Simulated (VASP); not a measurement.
# KI (Fm-3m) in VASP: notebook, part 2 of 2

VASP 6.6.1.

## (4) Single point, PBEsol (strain +0.040 along x and y, +0.040 along z)

Input file INCAR:

```
PREC = Accurate ; ENCUT = 520
EDIFF = 1E-7 ; ISMEAR = 0
SIGMA = 0.05 ; LREAL = F
LASPH = T ; NELM = 80
ALGO = Normal ; ISIF = 2
LWAVE = F ; LCHARG = T
GGA = PS ; LELF = T
LVHAR = T ; NBANDS = 15
```

Input file KPOINTS:

```
Automatic mesh
0
Gamma
  6 6 6
```

Input file POSCAR:

```
KI
1.0
    0.0000000000      3.6655320000      3.6655320000
    3.6655320000      0.0000000000      3.6655320000
    3.6655320000      3.6655320000      0.0000000000
K I
1 1
Direct
    0.0000000000      0.0000000000      0.0000000000
    0.5000000000      0.5000000000      0.5000000000
```

Potentials or basis: VASP PAW PBE potentials, release 64 (K_sv, I).

Started as:

```console
$ cat potpaw_PBE.64/K_sv/POTCAR potpaw_PBE.64/I/POTCAR > POTCAR
$ mpirun -np 1 vasp_std > vasp.out
```

OUTCAR:

```text
PREC = Accurate
   ENCUT = 520
   EDIFF = 1E-7
   ISMEAR = 0
   LREAL = F
   LASPH = T
   NELM = 80
   ISIF = 2
   GGA = PS

 ion  position               nearest neighbor table
   1  0.000  0.000  0.000-   2 3.67   2 3.67   2 3.67   2 3.67   2 3.67   2 3.67
   2  0.500  0.500  0.500-   1 3.67   1 3.67   1 3.67   1 3.67   1 3.67   1 3.67

  LATTYP: Found a face centered cubic cell.
 ALAT       =     7.3310640000

  Lattice vectors:

 A1 = (   0.0000000000,   3.6655320000,   3.6655320000)
 A2 = (   3.6655320000,   0.0000000000,   3.6655320000)
 A3 = (   3.6655320000,   3.6655320000,   0.0000000000)

Analysis of symmetry for initial positions (statically):
=====================================================================
 Subroutine PRICEL returns:
 Original cell was already a primitive cell.

 Routine SETGRP: Setting up the symmetry group for a
 face centered cubic supercell.

 Subroutine GETGRP returns: Found 48 space group operations
 (whereof 48 operations were pure point group operations)
 out of a pool of 48 trial point group operations.

The static configuration has the point symmetry O_h .

Analysis of symmetry for dynamics (positions and initial velocities):
=====================================================================
 Subroutine PRICEL returns:
 Original cell was already a primitive cell.

 Routine SETGRP: Setting up the symmetry group for a
 face centered cubic supercell.

 Subroutine GETGRP returns: Found 48 space group operations
 (whereof 48 operations were pure point group operations)
 out of a pool of 48 trial point group operations.

The dynamic configuration has the point symmetry O_h .

 Subroutine INISYM returns: Found 48 space group operations
 (whereof 48 operations are pure point group operations),
 and found     1 'primitive' translations

----------------------------------------------------------------------------------------

                                     Primitive cell

  volume of cell :      98.5011

  direct lattice vectors                    reciprocal lattice vectors
     0.000000000  3.665532000  3.665532000    -0.136405848  0.136405848  0.136405848
     3.665532000  0.000000000  3.665532000     0.136405848 -0.136405848  0.136405848
     3.665532000  3.665532000  0.000000000     0.136405848  0.136405848 -0.136405848

  length of vectors
     5.183845068  5.183845068  5.183845068     0.236261859  0.236261859  0.236261859

  position of ions in fractional coordinates (direct lattice)
     0.000000000  0.000000000  0.000000000
     0.500000000  0.500000000  0.500000000

  ion indices of the primitive-cell ions
   primitive index   ion index
                 1           1
                 2           2

----------------------------------------------------------------------------------------

 KPOINTS: Automatic mesh

Automatic generation of k-mesh.
 Grid dimensions read from file:
 generate k-points for:    6    6    6

 Generating k-lattice:

  Cartesian coordinates                     Fractional coordinates (reciprocal lattice)
    -0.022734308  0.022734308  0.022734308     0.166666667  0.000000000  0.000000000
     0.022734308 -0.022734308  0.022734308     0.000000000  0.166666667  0.000000000
     0.022734308  0.022734308 -0.022734308     0.000000000  0.000000000  0.166666667

  Length of vectors
[... 29 lines left out ...]
   number of dos      NEDOS =    301   number of ions     NIONS =      2
   total plane-waves  NPLWV =  64000
   dimension x,y,z NGX =    40 NGY =   40 NGZ =   40
   dimension x,y,z NGXF=    80 NGYF=   80 NGZF=   80
   ions per type =               1   1
   NGX,Y,Z   is equivalent  to a cutoff of  12.83, 12.83, 12.83 a.u.
   NGXF,Y,Z  is equivalent  to a cutoff of  25.66, 25.66, 25.66 a.u.
 SYSTEM =  unknown system
   PREC   = accura    normal or accurate (medium, high low for compatibility)
   ISTART =      0    job   : 0-new  1-cont  2-samecut
   ICHARG =      2    charge: 1-file 2-atom 10-const
   ISPIN  =      1    spin polarized calculation?
   LNONCOLLINEAR =      F non collinear calculations
   LSORBIT =      F    spin-orbit coupling
   LASPH  =      T    aspherical Exc in radial PAW
   ENCUT  =  520.0 eV  38.22 Ry    6.18 a.u.   9.64  9.64  9.64*2*pi/ulx,y,z
   NELM   =     80;   NELMIN=  2; NELMDL= -5     # of ELM steps
   EDIFF  = 0.1E-06   stopping-criterion for ELM
   LREAL  =      F    real-space projection
   EDIFFG = 0.1E-05   stopping-criterion for IOM
   NSW    =      0    number of steps for IOM
   IBRION =     -1    ionic relax: 0-MD 1-quasi-New 2-CG
   NFREE  =      0    steps in history (QN), initial steepest desc. (CG)
   ISIF   =      2    stress and relaxation
   ISYM   =      2    0-nonsym 1-usesym 2-fastsym
   POTIM  = 0.5000    time-step for ionic-motion
   TEBEG  =    0.0;   TEEND  =   0.0 temperature during run
   PSTRESS=    0.0 pullay stress
   NELECT =      16.0000    total number of electrons
   NUPDOWN=      -1.0000    fix difference up-down
   EMIN   =  10.00;   EMAX   =-10.00  energy-range for DOS
   EFERMI =   0.00;   METHOD = LEGACY
   ISMEAR =     0;   SIGMA  =   0.05  broadening in eV -4-tet -1-fermi 0-gaus
   EFERMI_NEDOS =   21; number of points for ismear=-14 and -15
   IALGO  =     38    algorithm
   IMIX   =      4    mixing-type and parameters
     AMIX     =   0.40;   BMIX     =  1.00
     AMIX_MAG =   1.60;   BMIX_MAG =  1.00
  volume/ion in A,a.u.               =      49.25       332.36
  Fermi-wavevector in a.u.,A,eV,Ry     =   0.893239  1.687977 10.855768  0.797876
  Thomas-Fermi vector in A             =   2.015291
   LORBIT       =      0    0 simple, 1 ext, 2 COOP (PROOUT), +10 PAW based schemes
   GGA     = PS    functional components
   LHFCALC =     F    Hartree Fock is set to
   AEXX    =    0.0000 exact exchange contribution
   IVDW    =     0    specifies the selected vdW correction
   LEPSILON=     F    determine dielectric tensor
   LRPA    =     F    only Hartree local field effects (RPA)
 non-spin polarized calculation
 Gauss-broadening in eV      SIGMA  =   0.05
  energy-cutoff  :      520.00
  volume of cell :       98.50
 maximum number of plane-waves:      2685
 NGX is ok and might be reduce to    40
   NGX = 19   NGY = 19   NGZ = 19

 number of electron      15.9999999 magnetization

 Free energy of the ion-electron system (eV)
  ---------------------------------------------------
  ext. energy  EPLUGINS =         0.00000000
  ---------------------------------------------------
  free energy    TOTEN  =        -5.76622556 eV

  energy without entropy =       -5.76622556  energy(sigma->0) =       -5.76622556

 E-fermi :  -0.7216     XC(G=0):  -6.8994

 val. band max:       -1.0306146359   @ k =   0.0000   0.0000   0.0000
 cond. band min:       2.5704087111   @ k =   0.0000   0.0000   0.0000
 fundamental gap:      3.6010233469
 Fermi energy:        -0.7215639493

 k-point     1 :       0.0000    0.0000    0.0000
  band No.  band energies     occupation
      1     -29.5716      2.00000
      2     -13.1097      2.00000
      3     -13.1097      2.00000
      4     -13.1097      2.00000
      5     -11.4182      2.00000
      6      -1.0306      2.00000
      7      -1.0306      2.00000
      8      -1.0306      2.00000
      9       2.5704      0.00000
     10       5.4339      0.00000
     11       5.4339      0.00000
     12       5.4339      0.00000
     13       6.0991      0.00000
     14       6.0991      0.00000
[... 257 lines left out ...]
      2     -13.1338      2.00000
      3     -13.1335      2.00000
      4     -13.1254      2.00000
      5     -11.2915      2.00000
      6      -1.7725      2.00000
      7      -1.5064      2.00000
      8      -1.4782      2.00000
      9       4.5928      0.00000
     10       4.9944      0.00000
     11       6.0678      0.00000
     12       6.8333      0.00000
     13       7.2782      0.00000
     14       8.3329      0.00000
     15       8.5610      0.00000

------------------------ aborting loop because EDIFF is reached ----------------------------------------

  FORCE on cell =-STRESS in cart. coord.  units (eV):
  Direction    XX          YY          ZZ          XY          YZ          ZX
  --------------------------------------------------------------------------------------
  -------------------------------------------------------------------------------------
  Total       -0.7156678     -0.7156678     -0.7156678      0.0000000      0.0000000     -0.0000000
  in kB      -11.6407507    -11.6407507    -11.6407507      0.0000000      0.0000000     -0.0000000
  external PRESSURE =     -11.6407507 kB  Pullay stress =       0.0000000 kB

 VOLUME and BASIS-vectors are now :
 -----------------------------------------------------------------------------
  energy-cutoff  :      520.00
  volume of cell :       98.50
      direct lattice vectors                 reciprocal lattice vectors
     0.000000000  3.665532000  3.665532000    -0.136405848  0.136405848  0.136405848
     3.665532000  0.000000000  3.665532000     0.136405848 -0.136405848  0.136405848
     3.665532000  3.665532000  0.000000000     0.136405848  0.136405848 -0.136405848

 POSITION                                       TOTAL-FORCE (eV/Angst)
 -----------------------------------------------------------------------------------
      0.00000      0.00000      0.00000         0.000000      0.000000      0.000000
      3.66553      3.66553      3.66553        -0.000000      0.000000      0.000000
 -----------------------------------------------------------------------------------
    total drift:                                0.000000     -0.000000     -0.000000

  FREE ENERGIE OF THE ION-ELECTRON SYSTEM (eV)
  ---------------------------------------------------
  free  energy   TOTEN  =        -5.7662255607 eV

  energy  without entropy=       -5.7662255607  energy(sigma->0) =       -5.76622556
```

stdout:

```text
POSCAR found type information on POSCAR K I
 POSCAR found :  2 types and       2 ions
 scaLAPACK will be used
 -----------------------------------------------------------------------------
|                                                                             |
|                                                                             |
|     You enforced a specific xc type in the INCAR file but a different       |
|     I HOPE YOU KNOW WHAT YOU ARE DOING!                                     |
|                                                                             |
 -----------------------------------------------------------------------------

 LDA part: xc-table for (Slater+PW92), standard interpolation
 POSCAR, INCAR and KPOINTS ok, starting setup
 FFT: planning ... GRIDC
 FFT: planning ... GRID_SOFT
 FFT: planning ... GRID
 WAVECAR not read
 entering main loop
```

It took 25 s on 1 thread of Intel Xeon Platinum 8488C (Sapphire Rapids), shared host; peak memory 0.24 GiB.

What came out:

```
Free energy            : -5.7662 eV
Pressure               : -1.2 GPa
Band gap on the k mesh : 3.60 eV
```

Caveat: the cell differs from its parent crystal (strain +0.040 along x and y, +0.040 along z); the PAW data sets were made with another functional, which shifts forces and pressure a little; spin-orbit coupling is left out, which moves the levels of the heavy elements.

## (5) Overview

| cell | gap on the mesh (eV) | pressure (GPa) |
| --- | --- | --- |
| a = 4.586 Å, angles 60.0°, 2 atoms | 4.20 | 5.1 |
| a = 4.785 Å, angles 60.0°, 2 atoms | 4.11 | 1.7 |
| a = 5.184 Å, angles 60.0°, 2 atoms | 3.60 | -1.2 |

Alike in all rows: task single point; level PBEsol; potentials or basis VASP PAW PBE potentials, release 64 (K_sv, I); no spin polarisation; k mesh 6 × 6 × 6; cutoff (eV) 520; smearing gaussian 0.05 eV.

Caveats: the PAW data sets were made with another functional, which shifts forces and pressure a little; spin-orbit coupling is left out, which moves the levels of the heavy elements; the cell stands under pressure (at least some runs).

Absolute energies hang on the potentials; compare differences alone.
